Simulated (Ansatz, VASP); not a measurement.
# One calculation of Al2Cu3, two programs

INCAR

```
SYSTEM = Al2Cu3
  PREC = Accurate
  ENCUT = 520
  EDIFF = 1E-6
  ISMEAR = 0
  SIGMA = 0.1
  LREAL = .False.
  LASPH = .True.
  NELM = 60
  ALGO = Normal
  ISIF = 2
  LWAVE = .False.
  LCHARG = .False.
  GGA = PE
  NBANDS = 28
```

The input KPOINTS:

```
Automatic mesh
0
Gamma
  6 6 6
  0 0 0
```

File POSCAR:

```
Al2Cu3
1.0
    1.3498602300      0.7793421700     11.0215626100
   -1.3498602300      0.7793421700     11.0215626100
    0.0000000000     -1.5586843300     11.0215626100
Al Cu
2 3
Direct
    0.2000000000      0.2000000000      0.2000000000
    0.8000000000      0.8000000000      0.8000000000
    0.0000000000      0.0000000000      0.0000000000
    0.6000000000      0.6000000000      0.6000000000
    0.4000000000      0.4000000000      0.4000000000
```

Input for Ansatz:

```yaml
crystal:
  lattice:
    - [1.34986023, 0.77934217, 11.02156261]
    - [-1.34986023, 0.77934217, 11.02156261]
    - [0.0, -1.55868433, 11.02156261]
  atoms:
    - { symbol: Al, position: [0.2, 0.2, 0.2] }
    - { symbol: Al, position: [0.8, 0.8, 0.8] }
    - { symbol: Cu, position: [0.0, 0.0, 0.0] }
    - { symbol: Cu, position: [0.6, 0.6, 0.6] }
    - { symbol: Cu, position: [0.4, 0.4, 0.4] }
basis:
  ecutwfc: 420
kpoints:
  mp_grid: { grid: [6, 6, 6] }
hamiltonian:
  xc: pbe
scf:
  occupations: { method: gaussian, width: 0.1 }
  lower_state_search: "off"
output:
  forces: true
  stress: true
  eigenvalues: true
```

Alike in both runs: task single point; functional PBE; k mesh 6 × 6 × 6; occupations gaussian, width 0.1 eV; no spin polarisation.

```csv
,VASP,Ansatz
version,VASP 6.6.1,Ansatz 0.2.0
potentials or method,"VASP PAW PBE potentials, release 64 (Al, Cu), cutoff 520 eV","scalar-relativistic, plane waves, PAW"
valence electrons in the cell,39,63
```

```csv
,VASP,Ansatz,Ansatz less VASP
gap on the k mesh at the Fermi level (eV),none,none,-
pressure (GPa),-2.1,-2.4,-0.32
"traceless stress, the component that is largest in VASP (GPa)",-5.39,-5.45,-0.066
rms of the force components (eV/Å),0.441,0.447,+0.0062
```

Atom by atom the forces differ by 0.006 eV/Å (rms over components). A gap of «none» marks a metal or a gap that the smearing closes. VASP's potentials hold 39 valence electrons a cell and Ansatz's 63, so a difference there can come from the potentials and not from the codes.

The k mesh is coarse, so the values compare programs but aren't converged.
